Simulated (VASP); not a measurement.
Runs of VASP 6.6.1 on FePt. The structure is that of space group P-6m2 (No. 187), or close to it. The cells are those of the table. 

| task | cell | k mesh | gap on the mesh (eV) | pressure (GPa) | moment (μB) |
| --- | --- | --- | --- | --- | --- |
| relaxation of cell and atoms | relaxed from a = 2.702, b = 2.702, c = 4.340 Å, angles 90.0, 90.0, 120.0°, 2 atoms | 6 × 6 × 4 | none | 0.1 | 3.13 |
| single point | a = 2.702, b = 2.702, c = 4.340 Å, angles 90.0, 90.0, 120.0°, 2 atoms | 6 × 6 × 4 | none | 4.8 | 3.09 |
| single point | a = 2.729, b = 2.729, c = 4.371 Å, angles 90.0, 90.0, 120.0°, 2 atoms | 24 × 24 × 12 | none | (a) | 3.15 |
| single point | a = 2.717, b = 2.717, c = 4.402 Å, angles 90.0, 90.0, 120.0°, 2 atoms | 6 × 6 × 4 | none | -0.6 | (b) |

Alike in all rows: level PBE; potentials or basis VASP PAW PBE potentials, release 64 (Fe, Pt); spin collinear, ferromagnetic start; cutoff (eV) 600; smearing gaussian 0.1 eV.

**Question.** Estimate the missing entries.

**Answer.** (a) -0.3; (b) 3.14.

Caveats: some runs use coarse meshes; spin-orbit coupling is left out, which moves the levels of the heavy elements.

A k mesh can miss the band edges, and the runs leave out spin-orbit coupling on Pt.

A gap of «none» marks levels without a gap at the run's occupations.
